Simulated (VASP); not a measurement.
Here is a VASP 6.6.1 calculation.

Contents of INCAR:

```
SYSTEM = P
PREC = Accurate
ENCUT = 520
EDIFF = 1E-7
ISMEAR = 0
SIGMA = 0.1
LREAL = .False.
LASPH = .True.
NELM = 100
ALGO = Normal
ISIF = 2
LWAVE = .False.
LCHARG = .False.
GGA = PE
NBANDS = 20
```

KPOINTS

```
regular mesh
0
Gamma
  12 12 12
  0 0 0
```

The input POSCAR:

```
P
1.0
    3.1857370141      1.8392861226      2.5518834369
   -3.1857370141      1.8392861226      2.5518834369
    0.0000000000     -3.6785722453      2.5518834369
P
5
Direct
    0.3566383053      0.3566383053      0.3566383053
    0.6433616947      0.6433616947      0.6433616947
    0.7101039858      0.2898960142      0.0000000000
    0.0000000000      0.7101039858      0.2898960142
    0.2898960142      0.0000000000      0.7101039858
```

Potentials or basis: VASP PAW PBE potentials, release 64 (P).

The run is started by

```console
$ cat potpaw_PBE.64/P/POTCAR > POTCAR
$ mpirun -np 1 vasp_std > vasp.out
```

Question: Predict the pressure.

Answer: -0.3 GPa.

Question: Predict the largest force.

Answer: 0.031 eV/Å.

Forces in eV/Å, atoms in the order of the input:
```
P    0.000  0.000  0.031
P    0.000  0.000 -0.031
P   -0.031  0.000  0.000
P    0.016 -0.027  0.000
P    0.016  0.027  0.000
```
